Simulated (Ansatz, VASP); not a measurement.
# Two plane-wave programs on MgRh

INCAR

```
SYSTEM = MgRh
ALGO = Normal ; EDIFF = 1E-7
ENCUT = 520 ; GGA = CA
ISIF = 2 ; ISMEAR = 1
LASPH = .TRUE. ; LCHARG = .FALSE.
LREAL = .FALSE. ; LWAVE = .FALSE.
NBANDS = 16 ; NELM = 100
PREC = Accurate ; SIGMA = 0.1
```

Contents of KPOINTS:

```
k-points
0
G
  7 7 7
  0 0 0
```

POSCAR

```
MgRh
1.0
    3.1399836243      0.0000000000      0.0000000000
    0.0000000000      3.1399836243      0.0000000000
    0.0000000000      0.0000000000      3.1399836243
Mg Rh
1 1
Direct
    0.0000000000      0.0000000000      0.0000000000
    0.5000000000      0.5000000000      0.5000000000
```

Input for Ansatz:

```yaml
crystal:
  lattice:
    - [3.1399836243194934, 0.0, 0.0]
    - [0.0, 3.1399836243194934, 0.0]
    - [0.0, 0.0, 3.1399836243194934]
  atoms:
    - { symbol: Mg, position: [0.0, 0.0, 0.0] }
    - { symbol: Rh, position: [0.5, 0.5, 0.5] }
basis:
  ecutwfc: 500.0
kpoints:
  mp_grid:
    grid: [7, 7, 7]
hamiltonian:
  xc: lda
scf:
  mixing:
    algorithm: msr1
    beta: 0.2
    ndim: 8
  occupations:
    method: cold
output:
  stress: true
```

Alike in both runs: task single point; functional LDA; k mesh 7 × 7 × 7; no spin polarisation.

|  | VASP | Ansatz |
| --- | --- | --- |
| version | VASP 6.6.1 | Ansatz 0.2.0 |
| potentials or method | VASP PAW LDA potentials, release 64 (Mg, Rh_pv), cutoff 520 eV | plane waves, PAW |
| occupations | methfessel-paxton of order 1, width 0.1 eV | cold |
| valence electrons in the cell | 17 | 27 |

```tsv
	VASP	Ansatz	Ansatz less VASP
pressure (GPa)	-10.6	-10.2	+0.34
```

LDA's correlation is that of Perdew and Zunger in VASP and of Perdew and Wang (1992) in Ansatz. VASP's potentials hold 17 valence electrons a cell and Ansatz's 27, so a difference there can come from the potentials and not from the codes.
